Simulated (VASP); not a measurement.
Wanted: the native input for a VASP 6.6.1 run.

| Item | Value |
| --- | --- |
| Task | single point |
| Functional | PBE |
| Potentials or basis | VASP PAW PBE potentials, release 64 (Au) |
| Cutoff | 520 eV |
| k mesh | 9 × 9 × 5 |
| Occupations | fermi-dirac, width 0.05 eV |
| Spin | no spin polarisation |
| Dipole correction | no |
| Further INCAR settings | ALGO = Normal; EDIFF = 1e-06; NBANDS = 18 |

The structure of Au lies in POSCAR:

```
Au
1.0
    2.9000000000      0.0000000000      0.0000000000
   -1.4500000000      2.5114736710      0.0000000000
    0.0000000000      0.0000000000      4.8800000000
Au
2
Direct
    1.1272916399      0.7487253487      0.7500000000
    0.6227084256      0.2512747823      0.2500000000
```

One way to write it, as run:

INCAR

```
ALGO = Normal ; EDIFF = 1E-6
ENCUT = 520 ; GGA = PE
ISIF = 2 ; ISMEAR = -1
LASPH = True ; LCHARG = False
LREAL = False ; LWAVE = False
NBANDS = 18 ; NELM = 80
PREC = Accurate ; SIGMA = 0.05
```

KPOINTS

```
k-points
0
Gamma
  9 9 5
```

Potentials or basis: VASP PAW PBE potentials, release 64 (Au).

Run with:

```bash
$ cat potpaw_PBE.64/Au/POTCAR > POTCAR
$ mpirun -np 1 vasp_std > vasp.out
```

It gave:

| Item | Value |
| --- | --- |
| Pressure | 2.9 GPa |
| Largest force | 0.006 eV/Å |
| Band gap on the k mesh | zero (band 11 reaches 11.64 eV, above the bottom of band 12 at 6.20 eV) |

Caveat: spin-orbit coupling is left out, which moves the levels of the heavy elements.

Run time: 18 s on 1 thread of Intel(R) Xeon(R) 6975P-C (Granite Rapids), with other jobs on the host, peak memory 0.19 GiB.
